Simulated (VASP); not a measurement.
# ZnO (P6_3mc) in VASP: single point with PBE

Aim: the single point of ZnO with PBE.

Everything below comes from runs of VASP 6.6.1. Logs are shortened: lines on timing, memory, paths and dates and some standing lists are left out, and cuts for length are marked.

**The experiment to reproduce.**

From “Electronic structure of alkaline earth and post-transition metal oxides”, 2009, arxiv:0908.1581, for a bulk crystal of ZnO: band gap 3.37 eV.

The results are compared with them further down.

### 1 The cell of the first run

Symmetry: P6_3mc, No. 186, hexagonal system. Conventional cell: a = 3.279 Å, b = 3.279 Å, c = 5.294 Å, α = 90.00°, β = 90.00°, γ = 120.00°. Within 2.6 Å of Zn (site symmetry 3m) lie 4 O at 2.00 to 2.01 Å. O (site symmetry 3m) has 4 Zn at 2.00 to 2.01 Å within 2.6 Å.

### 2 Single point, PBE

The input, INCAR:

```
SYSTEM = ZnO
PREC     = Accurate       ! precision mode
ENCUT    = 520            ! plane-wave cutoff, eV
EDIFF    = 1E-6           ! SCF threshold, eV
ISMEAR   = 0              ! smearing method
SIGMA    = 0.02           ! smearing width, eV
LREAL    = .FALSE.        ! projectors in reciprocal space
LASPH    = .TRUE.         ! aspherical terms in the spheres
NELM     = 60             ! most SCF steps
ALGO     = Normal         ! electronic algorithm
ISIF     = 2              ! what is computed and relaxed
LWAVE    = .FALSE.        ! write WAVECAR
LCHARG   = .FALSE.        ! write CHGCAR
GGA      = PE             ! functional
NBANDS   = 26             ! bands
```

The input, KPOINTS:

```
regular mesh
0
G
  21 21 12
  0 0 0
```

The input, POSCAR:

```
ZnO
1.0
    3.2794760721      0.0000000000      0.0000000000
   -1.6397380361      2.8401095895      0.0000000000
    0.0000000000      0.0000000000      5.2937637611
Zn O
2 2
Direct
    0.3333333333      0.6666666667      0.4999692785
    0.6666666667      0.3333333333     -0.0000307215
    0.6666666667      0.3333333333      0.3790407215
    0.3333333333      0.6666666667      0.8790407215
```

Potentials or basis: VASP PAW PBE potentials, release 64 (Zn, O).

Command:

```bash
$ cat potpaw_PBE.64/Zn/POTCAR potpaw_PBE.64/O/POTCAR > POTCAR
$ mpirun -np 1 vasp_std > vasp.out
```

OUTCAR:

```text
SYSTEM = ZnO
   PREC = Accurate
   ENCUT = 520
   EDIFF = 1E-6
   ISMEAR = 0
   LREAL = .FALSE.
   LASPH = .TRUE.
   NELM = 60
   ISIF = 2
   GGA = PE

 ion  position               nearest neighbor table
   1  0.333  0.667  0.500-   3 2.00   3 2.00   3 2.00   4 2.01
   2  0.667  0.333  1.000-   4 2.00   4 2.00   4 2.00   3 2.01
   3  0.667  0.333  0.379-   1 2.00   1 2.00   1 2.00   2 2.01
   4  0.333  0.667  0.879-   2 2.00   2 2.00   2 2.00   1 2.01

  LATTYP: Found a hexagonal cell.
 ALAT       =     3.2794760721
 C/A-ratio  =     1.6142102106

  Lattice vectors:

 A1 = (   3.2794760721,   0.0000000000,   0.0000000000)
 A2 = (  -1.6397380361,   2.8401095895,   0.0000000000)
 A3 = (   0.0000000000,   0.0000000000,   5.2937637611)

Analysis of symmetry for initial positions (statically):
=====================================================================
 Subroutine PRICEL returns:
 Original cell was already a primitive cell.

 Routine SETGRP: Setting up the symmetry group for a
 hexagonal supercell.

 Subroutine GETGRP returns: Found 12 space group operations
 (whereof  6 operations were pure point group operations)
 out of a pool of 24 trial point group operations.

The static configuration has the point symmetry C_3v.
 The point group associated with its full space group is C_6v.

Analysis of symmetry for dynamics (positions and initial velocities):
=====================================================================
 Subroutine PRICEL returns:
 Original cell was already a primitive cell.

 Routine SETGRP: Setting up the symmetry group for a
 hexagonal supercell.

 Subroutine GETGRP returns: Found 12 space group operations
 (whereof  6 operations were pure point group operations)
 out of a pool of 24 trial point group operations.

The dynamic configuration has the point symmetry C_3v.
 The point group associated with its full space group is C_6v.

 Subroutine INISYM returns: Found 12 space group operations
 (whereof  6 operations are pure point group operations),
 and found     1 'primitive' translations

----------------------------------------------------------------------------------------

                                     Primitive cell

  volume of cell :      49.3065

[... 83 lines left out ...]
   PREC   = accura    normal or accurate (medium, high low for compatibility)
   ISTART =      0    job   : 0-new  1-cont  2-samecut
   ICHARG =      2    charge: 1-file 2-atom 10-const
   ISPIN  =      1    spin polarized calculation?
   LNONCOLLINEAR =      F non collinear calculations
   LSORBIT =      F    spin-orbit coupling
   LASPH  =      T    aspherical Exc in radial PAW
   ENCUT  =  520.0 eV  38.22 Ry    6.18 a.u.   6.10  6.10  9.84*2*pi/ulx,y,z
   NELM   =     60;   NELMIN=  2; NELMDL= -5     # of ELM steps
   EDIFF  = 0.1E-05   stopping-criterion for ELM
   LREAL  =      F    real-space projection
   EDIFFG = 0.1E-04   stopping-criterion for IOM
   NSW    =      0    number of steps for IOM
   IBRION =     -1    ionic relax: 0-MD 1-quasi-New 2-CG
   NFREE  =      0    steps in history (QN), initial steepest desc. (CG)
   ISIF   =      2    stress and relaxation
   ISYM   =      2    0-nonsym 1-usesym 2-fastsym
   POTIM  = 0.5000    time-step for ionic-motion
   TEBEG  =    0.0;   TEEND  =   0.0 temperature during run
   PSTRESS=    0.0 pullay stress
   NELECT =      36.0000    total number of electrons
   NUPDOWN=      -1.0000    fix difference up-down
   EMIN   =  10.00;   EMAX   =-10.00  energy-range for DOS
   EFERMI =   0.00;   METHOD = LEGACY
   ISMEAR =     0;   SIGMA  =   0.02  broadening in eV -4-tet -1-fermi 0-gaus
   EFERMI_NEDOS =   21; number of points for ismear=-14 and -15
   IALGO  =     38    algorithm
   IMIX   =      4    mixing-type and parameters
     AMIX     =   0.40;   BMIX     =  1.00
     AMIX_MAG =   1.60;   BMIX_MAG =  1.00
  volume/ion in A,a.u.               =      12.33        83.18
  Fermi-wavevector in a.u.,A,eV,Ry     =   1.474148  2.785735 29.566970  2.173111
  Thomas-Fermi vector in A             =   2.588954
   LORBIT       =      0    0 simple, 1 ext, 2 COOP (PROOUT), +10 PAW based schemes
   GGA     = PE    functional components
   LHFCALC =     F    Hartree Fock is set to
   AEXX    =    0.0000 exact exchange contribution
   IVDW    =     0    specifies the selected vdW correction
   LEPSILON=     F    determine dielectric tensor
   LRPA    =     F    only Hartree local field effects (RPA)
 non-spin polarized calculation
 Gauss-broadening in eV      SIGMA  =   0.02
  energy-cutoff  :      520.00
  volume of cell :       49.31
 maximum number of plane-waves:      1350
   NGX = 13   NGY = 13   NGZ = 19

 number of electron      36.0000039 magnetization

 Free energy of the ion-electron system (eV)
  ---------------------------------------------------
  ext. energy  EPLUGINS =         0.00000000
  ---------------------------------------------------
  free energy    TOTEN  =       -17.86108832 eV

  energy without entropy =      -17.86108832  energy(sigma->0) =      -17.86108832

 E-fermi :   1.0047     XC(G=0): -10.7252

 val. band max:        0.8943171693   @ k =   0.0000   0.0000   0.0000
 cond. band min:       1.6220080116   @ k =   0.0000   0.0000   0.0000
 fundamental gap:      0.7276908423
 Fermi energy:         1.0046918787

 k-point     1 :       0.0000    0.0000    0.0000
  band No.  band energies     occupation
      1     -16.9234      2.00000
      2     -16.2562      2.00000
      3      -4.6424      2.00000
      4      -4.6424      2.00000
      5      -4.6030      2.00000
      6      -4.4881      2.00000
[... 685 lines left out ...]
     25      13.8774      0.00000
     26      15.4451      0.00000

 [... further k-points ...]
[... 5 lines left out ...]
  --------------------------------------------------------------------------------------
  -------------------------------------------------------------------------------------
  Total        0.2752548      0.2752548      0.2733206     -0.0000000      0.0000000      0.0000000
  in kB        8.9441976      8.9441976      8.8813475     -0.0000000      0.0000000      0.0000000
  external PRESSURE =       8.9232475 kB  Pullay stress =       0.0000000 kB

 VOLUME and BASIS-vectors are now :
 -----------------------------------------------------------------------------
  energy-cutoff  :      520.00
  volume of cell :       49.31
      direct lattice vectors                 reciprocal lattice vectors
     3.279476072  0.000000000  0.000000000     0.304926756  0.176049545  0.000000000
    -1.639738036  2.840109589  0.000000000     0.000000000  0.352099089  0.000000000
     0.000000000  0.000000000  5.293763761     0.000000000  0.000000000  0.188901516

 POSITION                                       TOTAL-FORCE (eV/Angst)
 -----------------------------------------------------------------------------------
     -0.00000      1.89341      2.64672         0.000000      0.000000      0.001176
      1.63974      0.94670      5.29360        -0.000000      0.000000      0.001176
      1.63974      0.94670      2.00655        -0.000000      0.000000     -0.001176
     -0.00000      1.89341      4.65343        -0.000000      0.000000     -0.001176
 -----------------------------------------------------------------------------------
    total drift:                               -0.000001     -0.000001     -0.000920

  FREE ENERGIE OF THE ION-ELECTRON SYSTEM (eV)
  ---------------------------------------------------
  free  energy   TOTEN  =       -17.8610883165 eV

  energy  without entropy=      -17.8610883165  energy(sigma->0) =      -17.86108832
```

OSZICAR:

```text
N       E                     dE             d eps       ncg     rms          rms(c)
DAV:   1     0.296912684054E+03    0.29691E+03   -0.18204E+04 17672   0.200E+03
DAV:   2     0.115633273909E+02   -0.28535E+03   -0.26764E+03 18250   0.410E+02
DAV:   3    -0.204580619685E+02   -0.32021E+02   -0.31579E+02 19468   0.139E+02
DAV:   4    -0.211019806006E+02   -0.64392E+00   -0.64240E+00 19496   0.203E+01
DAV:   5    -0.211051964820E+02   -0.32159E-02   -0.32157E-02 18906   0.148E+00    0.141E+01
DAV:   6    -0.176981421140E+02    0.34071E+01   -0.67610E+00 28020   0.626E+01    0.848E+00
DAV:   7    -0.178999750376E+02   -0.20183E+00   -0.29355E+00 18060   0.172E+01    0.511E+00
DAV:   8    -0.179089165059E+02   -0.89415E-02   -0.51878E-01 24906   0.733E+00    0.163E+00
DAV:   9    -0.178584905554E+02    0.50426E-01   -0.10369E-01 25366   0.632E+00    0.300E-01
DAV:  10    -0.178609508570E+02   -0.24603E-02   -0.35271E-02 17684   0.134E+00    0.123E-01
DAV:  11    -0.178610675765E+02   -0.11672E-03   -0.68375E-04 19182   0.478E-01    0.456E-02
DAV:  12    -0.178610805299E+02   -0.12953E-04   -0.19564E-04 22962   0.409E-01    0.160E-02
DAV:  13    -0.178610928780E+02   -0.12348E-04   -0.38151E-05 19370   0.966E-02    0.186E-02
DAV:  14    -0.178610885132E+02    0.43648E-05   -0.16527E-05 19450   0.352E-02    0.191E-03
DAV:  15    -0.178610883165E+02    0.19670E-06   -0.10264E-06 12274   0.893E-03
   1 F= -.17861088E+02 E0= -.17861088E+02  d E =-.253061E-18
```

It took 4.3 min on 1 thread of Intel Xeon Platinum 8259CL at 2.50GHz (Skylake/Cascade Lake), shared host; peak memory 0.44 GiB.

What came out:

| Quantity | Value |
| --- | --- |
| Free energy | -17.8611 eV |
| Pressure | 0.9 GPa |
| Band gap on the k mesh | 0.73 eV, direct |

### 3 Comparison with measurements

Step 2. A measured gap of ZnO is 3.37 eV (quoted in “Electronic structure of alkaline earth and post-transition metal oxides”, 2009, arxiv:0908.1581); the calculated 0.73 eV misses it by -2.64 eV. So large a miss can be the level of theory's own, or it may mean another phase, state or a wrong row. The value is that of PBE on a finite k mesh, which can miss the band edges, without temperature or zero-point motion. Semilocal functionals fall short of measured gaps as a rule.
